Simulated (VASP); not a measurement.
Input of a VASP 6.6.1 run:

INCAR

```
PREC     = Accurate       # precision mode
ENCUT    = 520            # plane-wave cutoff, eV
EDIFF    = 1E-7           # SCF threshold, eV
ISMEAR   = 0              # smearing method
SIGMA    = 0.1            # smearing width, eV
LREAL    = False          # projectors in reciprocal space
LASPH    = True           # aspherical terms in the spheres
NELM     = 100            # most SCF steps
ALGO     = Normal         # electronic algorithm
ISIF     = 2              # what is computed and relaxed
LWAVE    = False          # write WAVECAR
LCHARG   = True           # write CHGCAR
GGA      = PE             # functional
LELF     = True           # ELF
LVHAR    = True         
NBANDS   = 46             # bands
```

KPOINTS

```
regular mesh
0
Gamma
  12 12 4
```

POSCAR

```
TaGe3Pd2
1.0
    3.1898528698      0.0000000000      0.0000000000
    0.0000000000      3.1898528698      0.0000000000
    0.0000000000      0.0000000000      9.5172532538
Ta Ge Pd
1 3 2
Direct
    0.5000000000      0.5000000000      0.0000000000
    0.0000000000      0.0000000000      0.8317929023
    0.0000000000      0.0000000000      0.1682070977
    0.0000000000      0.0000000000      0.5000000000
    0.5000000000      0.5000000000      0.3303666924
    0.5000000000      0.5000000000      0.6696333076
```

Potentials or basis: VASP PAW PBE potentials, release 64 (Ta_pv, Ge_d, Pd).

Launch:

```console
$ cat potpaw_PBE.64/Ta_pv/POTCAR potpaw_PBE.64/Ge_d/POTCAR potpaw_PBE.64/Pd/POTCAR > POTCAR
$ mpirun -np 1 vasp_std > vasp.out
```

Predict the band gap on the k mesh.

zero (an odd number of electrons rules out a gap without spin polarisation).

Predict the largest force.

0.011 eV/Å.

Estimate the pressure.

0.1 GPa.

Forces in eV/Å, atoms in the order of the input:
```
Ta   0.000  0.000  0.000
Ge   0.000  0.000 -0.010
Ge   0.000  0.000  0.010
Ge   0.000  0.000  0.000
Pd   0.000  0.000  0.011
Pd   0.000  0.000 -0.011
```

Caveat: spin-orbit coupling is left out, which moves the levels of the heavy elements.
